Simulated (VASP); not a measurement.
Input of a VASP 6.6.1 run:

Contents of INCAR:

```
SYSTEM = BN
ALGO = Normal
EDIFF = 1E-7
ENCUT = 520
GGA = PS
ISIF = 2
ISMEAR = -1
LASPH = .True.
LCHARG = .False.
LREAL = .False.
LWAVE = .False.
NBANDS = 11
NELM = 80
PREC = Accurate
SIGMA = 0.05
```

Contents of KPOINTS:

```
k-points
0
Gamma
  13 13 9
  0 0 0
```

Contents of POSCAR:

```
BN
1.0
    2.5080409239      0.0000000000      0.0000000000
   -1.2467107647      2.1762310413      0.0000000000
   -0.6306650796     -1.0881155206      3.0225400000
N B
1 1
Direct
    0.6685060000      0.3323850000      0.9849990000
    0.9796430000      0.9834990000      0.0018060000
```

Potentials or basis: VASP PAW PBE potentials, release 64 (N, B).

The run is started by

```sh
$ cat potpaw_PBE.64/N/POTCAR potpaw_PBE.64/B/POTCAR > POTCAR
$ mpirun -np 1 vasp_std > vasp.out
```

(1) Estimate the largest force.

(2) Predict the pressure.

(3) Estimate the band gap on the k mesh.

## Answers

(1) 2.739 eV/Å.

(2) 1.9 GPa.

(3) 2.70 eV, indirect (least direct gap 4.47 eV).

Caveat: the PAW data sets were made with another functional, which shifts forces and pressure a little.
